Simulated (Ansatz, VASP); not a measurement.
Two plane-wave programs on Zn5CdS6

```
Zn Cd S
1.0
     3.89365    0.00000    0.00000
    -1.94682    3.37200    0.00000
     0.00000    0.00000   19.27717
Zn Cd S
5 1 6
Direct
  0.33333 0.66667 0.99588
  0.33333 0.66667 0.67100
  0.66667 0.33333 0.15794
  0.66667 0.33333 0.50861
  0.66667 0.33333 0.83343
  0.33333 0.66667 0.33621
  0.33333 0.66667 0.11831
  0.33333 0.66667 0.46847
  0.33333 0.66667 0.79344
  0.66667 0.33333 0.27982
  0.66667 0.33333 0.63103
  0.66667 0.33333 0.95586
```

Alike in both runs: task single point; functional PBE; k mesh 12 × 12 × 2; occupations gaussian, width 0.02 eV; no spin polarisation.

```csv
,VASP,Ansatz
version,VASP 6.6.1,Ansatz 0.2.0
potentials or method,"VASP PAW PBE potentials, release 64 (Zn, Cd, S), cutoff 520 eV","scalar-relativistic, plane waves, PAW"
valence electrons in the cell,108,116
```

|  | VASP | Ansatz | Ansatz less VASP |
| --- | --- | --- | --- |
| gap on the k mesh at the Fermi level (eV) | 1.58 | 1.58 | +0.004 |
| least direct gap on the mesh (eV) | 1.58 | 1.58 | +0.004 |
| pressure (GPa) | 0.2 | 0.0 | -0.19 |
| rms of the force components (eV/Å) | 0.006 | 0.001 | -0.0054 |

Atom by atom the forces differ by 0.006 eV/Å (rms over components). The functional is the same, so the differences come from potentials, cutoffs and numerics. VASP's potentials hold 108 valence electrons a cell and Ansatz's 116, so a difference there can come from the potentials and not from the codes.
